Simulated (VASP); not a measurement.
Set up this calculation in VASP 6.6.1, as the native input.

* Task: single point
* Functional: PBE
* Potentials or basis: VASP PAW PBE potentials, release 64 (Be)
* Cutoff: 520 eV
* k mesh: 8 × 8 × 8
* Occupations: gaussian, width 0.1 eV
* Spin: no spin polarisation
* Dipole correction: no
* Further INCAR settings: ALGO = Fast; EDIFF = 1e-06; NBANDS = 7

The structure of Be lies in POSCAR:

```
Be
1.0
    2.0185319672      0.0000000000      0.0000000000
    0.0000000000      2.0185319672      0.0000000000
    0.0000000000      0.0000000000      2.6805212063
Be
1
Direct
    0.5000000000      0.5000000000      0.5000000000
```

The cell was generated, and may not be a known phase.

These files were run (other wordings do the same):

INCAR

```
  PREC = Accurate
  ENCUT = 520
  EDIFF = 1E-6
  ISMEAR = 0
  SIGMA = 0.1
  LREAL = F
  LASPH = T
  NELM = 80
  ALGO = Fast
  ISIF = 2
  LWAVE = F
  LCHARG = F
  GGA = PE
  NBANDS = 7
```

KPOINTS

```
regular mesh
0
Gamma
  8 8 8
```

Potentials or basis: VASP PAW PBE potentials, release 64 (Be).

Run with:

```sh
$ cat potpaw_PBE.64/Be/POTCAR > POTCAR
$ mpirun -np 1 vasp_std > vasp.out
```

Results of the run:

* Pressure: 0.1 GPa
* Band gap on the k mesh: zero (bands 1 and 2 overlap by 9.23 eV)

Caveat: the k points lie up to 0.39 Å⁻¹ apart, too coarse for converged energies and pressures of a metal.

It took 6.6 s on 1 thread of Intel Xeon 8259CL, on a shared host, peak memory 0.11 GiB.
